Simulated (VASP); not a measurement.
# InSe (P-6m2) in VASP: relaxation of cell and atoms with PBE+D3(BJ)

Aim: the relaxation of cell and atoms of InSe with PBE+D3(BJ).

All numbers are computed with VASP 6.6.1; they aren't measurements. Logs are shortened: lines on timing, memory, paths and dates and some standing lists are left out, and cuts for length are marked.

## 1. The cell of the first run

The structure is hexagonal, space group P-6m2 (No. 187). Conventional cell: a = 4.047 Å, b = 4.047 Å, c = 18.052 Å, α = 90.00°, β = 90.00°, γ = 120.00°. In (site symmetry 3m) has 3 Se at 2.65 Å and 1 In at 2.79 Å within 3.5 Å. In (site symmetry 3m) has 3 Se at 2.65 Å and 1 In at 2.79 Å within 3.5 Å. Se (site symmetry 3m) has 3 In at 2.65 Å within 3.5 Å. Se (site symmetry 3m) has 3 In at 2.65 Å within 3.5 Å.

## 2. Relaxation of cell and atoms, PBE+D3(BJ)

Input file INCAR:

```
SYSTEM = InSe
PREC     = Accurate       ! precision mode
ENCUT    = 600            ! plane-wave cutoff, eV
EDIFF    = 1E-6           ! SCF threshold, eV
ISMEAR   = -1             ! smearing method
SIGMA    = 0.02           ! smearing width, eV
LREAL    = .False.        ! projectors in reciprocal space
LASPH    = .True.         ! aspherical terms in the spheres
NELM     = 80             ! most SCF steps
ALGO     = Normal         ! electronic algorithm
ISIF     = 3              ! what is computed and relaxed
LWAVE    = .False.        ! write WAVECAR
LCHARG   = .False.        ! write CHGCAR
GGA      = PE             ! functional
IVDW     = 12             ! dispersion correction
IBRION   = 2              ! ionic algorithm
NSW      = 80             ! ionic steps
EDIFFG   = -0.005         ! ionic threshold
```

Input file KPOINTS:

```
Automatic mesh
0
Gamma
  6 6 2
  0 0 0
```

Input file POSCAR:

```
InSe
1.0
    4.0473293151      0.0000000000      0.0000000000
   -2.0236646576      3.5050900044      0.0000000000
    0.0000000000      0.0000000000     18.0520649100
In Se
4 4
Direct
    0.0000000000      0.0000000000      0.5773936800
    0.0000000000      0.0000000000      0.4226063200
    0.3333333300      0.6666666700      0.9226095100
    0.3333333300      0.6666666700      0.0773904900
    0.6666666700      0.3333333300      0.8530000700
    0.6666666700      0.3333333300      0.1469999300
    0.3333333300      0.6666666700      0.6470157200
    0.3333333300      0.6666666700      0.3529842800
```

Potentials or basis: VASP PAW PBE potentials, release 64 (In_d, Se).

Run with:

```bash
> cat potpaw_PBE.64/In_d/POTCAR potpaw_PBE.64/Se/POTCAR > POTCAR
> mpirun -np 1 vasp_std > vasp.out
```

OUTCAR:

```text
SYSTEM = InSe
   PREC = Accurate
   ENCUT = 600
   EDIFF = 1E-6
   ISMEAR = -1
   LREAL = .False.
   LASPH = .True.
   NELM = 80
   ISIF = 3
   GGA = PE
   IVDW = 12
   IBRION = 2
   NSW = 80
   EDIFFG = -0.005
 IVDW          = 12

 ion  position               nearest neighbor table
   1  0.000  0.000  0.577-   7 2.65   7 2.65   7 2.65   2 2.79
   2  0.000  0.000  0.423-   8 2.65   8 2.65   8 2.65   1 2.79
   3  0.333  0.667  0.923-   5 2.65   5 2.65   5 2.65   4 2.79
   4  0.333  0.667  0.077-   6 2.65   6 2.65   6 2.65   3 2.79
   5  0.667  0.333  0.853-   3 2.65   3 2.65   3 2.65
   6  0.667  0.333  0.147-   4 2.65   4 2.65   4 2.65
   7  0.333  0.667  0.647-   1 2.65   1 2.65   1 2.65
   8  0.333  0.667  0.353-   2 2.65   2 2.65   2 2.65

  LATTYP: Found a hexagonal cell.
 ALAT       =     4.0473293151
 C/A-ratio  =     4.4602411874

  Lattice vectors:

 A1 = (   4.0473293151,   0.0000000000,   0.0000000000)
 A2 = (  -2.0236646576,   3.5050900044,   0.0000000000)
 A3 = (   0.0000000000,   0.0000000000,  18.0520649100)

Analysis of symmetry for initial positions (statically):
=====================================================================
 Subroutine PRICEL returns:
 Original cell was already a primitive cell.

 Routine SETGRP: Setting up the symmetry group for a
 hexagonal supercell.

 Subroutine GETGRP returns: Found 12 space group operations
 (whereof 12 operations were pure point group operations)
 out of a pool of 24 trial point group operations.

The static configuration has the point symmetry D_3h.

Analysis of symmetry for dynamics (positions and initial velocities):
=====================================================================
 Subroutine PRICEL returns:
 Original cell was already a primitive cell.

 Routine SETGRP: Setting up the symmetry group for a
 hexagonal supercell.

 Subroutine GETGRP returns: Found 12 space group operations
 (whereof 12 operations were pure point group operations)
 out of a pool of 24 trial point group operations.

The dynamic configuration has the point symmetry D_3h.

 Subroutine INISYM returns: Found 12 space group operations
 (whereof 12 operations are pure point group operations),
 and found     1 'primitive' translations

----------------------------------------------------------------------------------------

                                     Primitive cell

  volume of cell :     256.0912

  direct lattice vectors                    reciprocal lattice vectors
     4.047329315  0.000000000  0.000000000     0.247076510  0.142649689  0.000000000
    -2.023664658  3.505090004  0.000000000     0.000000000  0.285299379  0.000000000
     0.000000000  0.000000000 18.052064910     0.000000000  0.000000000  0.055395325

  length of vectors
     4.047329315  4.047329315 18.052064910     0.285299379  0.285299379  0.055395325

  position of ions in fractional coordinates (direct lattice)
     0.000000000  0.000000000  0.577393680
     0.000000000  0.000000000  0.422606320
     0.333333330  0.666666670  0.922609510
     0.333333330  0.666666670  0.077390490
     0.666666670  0.333333330  0.853000070
     0.666666670  0.333333330  0.146999930
     0.333333330  0.666666670  0.647015720
     0.333333330  0.666666670  0.352984280

  ion indices of the primitive-cell ions
   primitive index   ion index
                 1           1
                 2           2
                 3           3
                 4           4
                 5           5
                 6           6
                 7           7
                 8           8

----------------------------------------------------------------------------------------

 KPOINTS: Automatic mesh

Automatic generation of k-mesh.
 Grid dimensions read from file:
 generate k-points for:    6    6    2

 Generating k-lattice:

  Cartesian coordinates                     Fractional coordinates (reciprocal lattice)
     0.041179418  0.023774948  0.000000000     0.166666667 -0.000000000  0.000000000
     0.000000000  0.047549896  0.000000000     0.000000000  0.166666667  0.000000000
     0.000000000  0.000000000  0.027697662     0.000000000  0.000000000  0.500000000

  Length of vectors
     0.047549896  0.047549896  0.027697662

  Shift w.r.t. Gamma in fractional coordinates (k-lattice)
     0.000000000  0.000000000  0.000000000

 Subroutine IBZKPT returns following result:
 ===========================================

 Found     14 irreducible k-points:

 Following reciprocal coordinates:
            Coordinates               Weight
  0.000000  0.000000  0.000000      1.000000
  0.166667  0.000000  0.000000      6.000000
  0.333333  0.000000  0.000000      6.000000
  0.500000  0.000000  0.000000      3.000000
  0.166667  0.166667  0.000000      6.000000
  0.333333  0.166667  0.000000     12.000000
  0.333333  0.333333  0.000000      2.000000
  0.000000  0.000000  0.500000      1.000000
  0.166667  0.000000  0.500000      6.000000
  0.333333  0.000000  0.500000      6.000000
  0.500000  0.000000  0.500000      3.000000
  0.166667  0.166667  0.500000      6.000000
  0.333333  0.166667  0.500000     12.000000
  0.333333  0.333333  0.500000      2.000000
   k-points           NKPTS =     14   k-points in BZ     NKDIM =     14   number of bands    NBANDS=     45
   number of dos      NEDOS =    301   number of ions     NIONS =      8
   total plane-waves  NPLWV = 147456
   dimension x,y,z NGX =    32 NGY =   32 NGZ =  144
   dimension x,y,z NGXF=    64 NGYF=   64 NGZF=  288
   ions per type =               4   4
   NGX,Y,Z   is equivalent  to a cutoff of  13.14, 13.14, 13.26 a.u.
   NGXF,Y,Z  is equivalent  to a cutoff of  26.29, 26.29, 26.52 a.u.
 SYSTEM =  InSe
   PREC   = accura    normal or accurate (medium, high low for compatibility)
   ISTART =      0    job   : 0-new  1-cont  2-samecut
   ICHARG =      2    charge: 1-file 2-atom 10-const
   ISPIN  =      1    spin polarized calculation?
   LNONCOLLINEAR =      F non collinear calculations
   LSORBIT =      F    spin-orbit coupling
   LASPH  =      T    aspherical Exc in radial PAW
   ENCUT  =  600.0 eV  44.10 Ry    6.64 a.u.   8.08  8.08 36.05*2*pi/ulx,y,z
   NELM   =     80;   NELMIN=  2; NELMDL= -5     # of ELM steps
   EDIFF  = 0.1E-05   stopping-criterion for ELM
   LREAL  =      F    real-space projection
   EDIFFG = -.5E-02   stopping-criterion for IOM
   NSW    =     80    number of steps for IOM
   IBRION =      2    ionic relax: 0-MD 1-quasi-New 2-CG
   NFREE  =      1    steps in history (QN), initial steepest desc. (CG)
   ISIF   =      3    stress and relaxation
   ISYM   =      2    0-nonsym 1-usesym 2-fastsym
   POTIM  = 0.5000    time-step for ionic-motion
   TEBEG  =    0.0;   TEEND  =   0.0 temperature during run
   PSTRESS=    0.0 pullay stress
   NELECT =      76.0000    total number of electrons
   NUPDOWN=      -1.0000    fix difference up-down
   EMIN   =  10.00;   EMAX   =-10.00  energy-range for DOS
   EFERMI =   0.00;   METHOD = LEGACY
   ISMEAR =    -1;   SIGMA  =   0.02  broadening in eV -4-tet -1-fermi 0-gaus
   EFERMI_NEDOS =   21; number of points for ismear=-14 and -15
   IALGO  =     38    algorithm
   IMIX   =      4    mixing-type and parameters
     AMIX     =   0.40;   BMIX     =  1.00
     AMIX_MAG =   1.60;   BMIX_MAG =  1.00
  volume/ion in A,a.u.               =      32.01       216.02
  Fermi-wavevector in a.u.,A,eV,Ry     =   1.091980  2.063542 16.223849  1.192419
  Thomas-Fermi vector in A             =   2.228236
   LORBIT       =      0    0 simple, 1 ext, 2 COOP (PROOUT), +10 PAW based schemes
   GGA     = PE    functional components
   LHFCALC =     F    Hartree Fock is set to
   AEXX    =    0.0000 exact exchange contribution
   IVDW    =    12    specifies the selected vdW correction
   LEPSILON=     F    determine dielectric tensor
   LRPA    =     F    only Hartree local field effects (RPA)
 conjugate gradient relaxation of ions
 non-spin polarized calculation
  energy-cutoff  :      600.00
  volume of cell :      256.09
 maximum number of plane-waves:      8580
   NGX = 17   NGY = 17   NGZ = 73

--------------------------------------- Ionic step        1  -------------------------------------------

 number of electron      75.9999992 magnetization

 Free energy of the ion-electron system (eV)
  ---------------------------------------------------
  ext. energy  EPLUGINS =         0.00000000
  ---------------------------------------------------
  free energy    TOTEN  =       -28.39718193 eV

  energy without entropy =      -28.39718193  energy(sigma->0) =      -28.39718193

------------------------ aborting loop because EDIFF is reached ----------------------------------------

 Edisp (eV)   -2.16103

 E8    (eV) :    -0.9893

  FORCE on cell =-STRESS in cart. coord.  units (eV):
  Direction    XX          YY          ZZ          XY          YZ          ZX
  --------------------------------------------------------------------------------------
  -------------------------------------------------------------------------------------
  Total       0.09732     0.09732    -0.15648    -0.00000     0.00000     0.00000
  in kB       0.60884     0.60884    -0.97900    -0.00000     0.00000     0.00000
  external pressure =        0.08 kB  Pullay stress =        0.00 kB
[... 115 lines left out ...]
  FREE ENERGIE OF THE ION-ELECTRON SYSTEM (eV)
  ---------------------------------------------------
  free  energy   TOTEN  =       -30.5697824409 eV

  energy  without entropy=      -30.5697824407  energy(sigma->0) =      -30.56978244

[... ionic steps 4 to 29 ...]

--------------------------------------- Ionic step       30  -------------------------------------------

 number of electron      75.9999990 magnetization

------------------------ aborting loop because EDIFF is reached ----------------------------------------

 Edisp (eV)   -2.38971

 E8    (eV) :    -1.0959
[... 81 lines left out ...]
  energy  without entropy=      -30.6977374318  energy(sigma->0) =      -30.69774201

--------------------------------------- Ionic step       32  -------------------------------------------

 number of electron      75.9999990 magnetization

 Free energy of the ion-electron system (eV)
  ---------------------------------------------------
  ext. energy  EPLUGINS =         0.00000000
  ---------------------------------------------------
  free energy    TOTEN  =       -28.30784970 eV

  energy without entropy =      -28.30784034  energy(sigma->0) =      -28.30784502

 E-fermi :   4.2530     XC(G=0):  -8.9012

 val. band max:        4.1163135764   @ k =   0.0000   0.0000   0.0000
 cond. band min:       4.3896938720   @ k =   0.0000   0.0000   0.0000
 fundamental gap:      0.2733802956
 Fermi energy:         4.2530038649

 k-point     1 :       0.0000    0.0000    0.0000
  band No.  band energies     occupation
      1     -10.7370      2.00000
      2     -10.7292      2.00000
      3     -10.5507      2.00000
      4     -10.5507      2.00000
      5     -10.5424      2.00000
      6     -10.5424      2.00000
[... 700 lines left out ...]
  FREE ENERGIE OF THE ION-ELECTRON SYSTEM (eV)
  ---------------------------------------------------
  free  energy   TOTEN  =       -30.6977586100 eV

  energy  without entropy=      -30.6977492527  energy(sigma->0) =      -30.69775393

 reached required accuracy - stopping structural energy minimisation
```

It took 41 min on 1 thread of AMD EPYC 9R45 (Zen 5), shared host; peak memory 0.48 GiB.

What came out:

```
Free energy                           : -30.6978 eV
Relaxed volume                        : 29.38 Å³/atom
Relaxed cell                          : a = 4.040 Å, b = 4.040 Å, c = 16.627 Å, α = 90.00°, β = 90.00°, γ = 120.00°
Space group after relaxing (to 0.1 Å) : P-6m2 (No. 187)
Energy gained by relaxing             : 17.4 meV/atom
Ionic steps                           : 32
Pressure after relaxing               : 0.0 GPa
Largest force after relaxing          : 0.003 eV/Å
Band gap on the k mesh                : 0.27 eV
Dispersion energy per atom            : -0.299 eV
```

Forces on the atoms (eV/Å):
```
In   0.000  0.000  0.002
In   0.000  0.000 -0.002
In   0.000  0.000 -0.002
In   0.000  0.000  0.002
Se   0.000  0.000 -0.003
Se   0.000  0.000  0.003
Se   0.000  0.000  0.003
Se   0.000  0.000 -0.003
```

Step by step:
```tsv
step	energy change (eV)	largest force (eV/Å)	pressure (GPa)	volume (Å³)
1	0.0000	0.2580	0.01	256.09
2	-0.0106	0.1376	-0.30	256.15
3	-0.0116	0.1490	-0.42	256.18
4	-0.0199	0.1670	-0.26	254.19
5	-0.0315	0.2142	0.17	249.20
6	-0.0323	0.2300	0.32	247.56
7	-0.0418	0.1802	0.24	246.93
8	-0.0607	0.0476	0.01	245.07
9	-0.0584	0.1757	-0.36	241.37
10	-0.0661	0.0639	-0.16	243.35
11	-0.0744	0.0589	-0.19	242.63
12	-0.0970	0.0436	-0.24	240.45
13	-0.1274	0.0848	-0.21	236.03
14	-0.0845	0.2463	0.24	226.92
15	-0.1336	0.0874	-0.11	234.39
16	-0.1342	0.0984	-0.09	233.59
17	-0.1370	0.0472	0.06	233.54
18	-0.1380	0.0068	0.21	233.49
19	-0.1392	0.0341	0.05	234.61
20	-0.1391	0.0546	-0.09	235.46
21	-0.1393	0.0416	-0.03	234.97
22	-0.1393	0.0399	-0.01	234.88
23	-0.1395	0.0108	0.00	235.02
24	-0.1395	0.0041	0.00	235.06
25	-0.1395	0.0055	0.00	235.07
26	-0.1395	0.0048	-0.01	235.07
27	-0.1395	0.0058	0.01	235.04
28	-0.1395	0.0084	0.02	234.95
29	-0.1395	0.0067	0.01	234.98
30	-0.1395	0.0054	-0.01	235.04
31	-0.1395	0.0050	-0.02	235.05
32	-0.1395	0.0034	-0.02	235.02
```

Final structure:
```
In Se
1.0
     4.04002    0.00000    0.00000
    -2.02001    3.49876    0.00000
     0.00000    0.00000   16.62694
In Se
4 4
Direct
  0.00000 0.00000 0.58399
  0.00000 0.00000 0.41601
  0.33333 0.66667 0.91601
  0.33333 0.66667 0.08399
  0.66667 0.33333 0.83875
  0.66667 0.33333 0.16125
  0.33333 0.66667 0.66114
  0.33333 0.66667 0.33886
```

Caveat: semilocal functionals underestimate gaps, and a narrow one can read as zero; spin-orbit coupling is left out, which moves the levels of the heavy elements.
